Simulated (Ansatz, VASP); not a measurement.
**RbSi2 in VASP and in Ansatz**

```
Rb Si
1.0
     3.97167    0.00000    0.00000
    -1.98583    3.43956    0.00000
     0.00000    0.00000    6.04742
Rb Si
1 2
Direct
  0.00000 0.00000 0.00000
  0.33333 0.66667 0.44893
  0.66667 0.33333 0.55107
```

Alike in both runs: task single point; functional r2SCAN; k mesh 12 × 12 × 8; occupations gaussian, width 0.1 eV; no spin polarisation.

|  | VASP | Ansatz |
| --- | --- | --- |
| version | VASP 6.6.1 | Ansatz 0.2.0 |
| potentials or method | VASP PAW PBE potentials, release 64 (Rb_sv, Si), cutoff 520 eV | scalar-relativistic, plane waves, PAW |
| valence electrons in the cell | 17 | 17 |

```csv
,VASP,Ansatz,Ansatz less VASP
gap on the k mesh at the Fermi level (eV),none,none,-
pressure (GPa),-0.8,-0.8,+0.05
"traceless stress, the component that is largest in VASP (GPa)",0.21,0.15,-0.056
rms of the force components (eV/Å),0.077,0.072,-0.0050
```

VASP's potentials were made for PBE, not for r2SCAN. Atom by atom the forces differ by 0.005 eV/Å (rms over components). A gap of «none» marks a metal or a gap that the smearing closes. With one functional, cell and mesh, what is left measures potentials, basis and numerics.
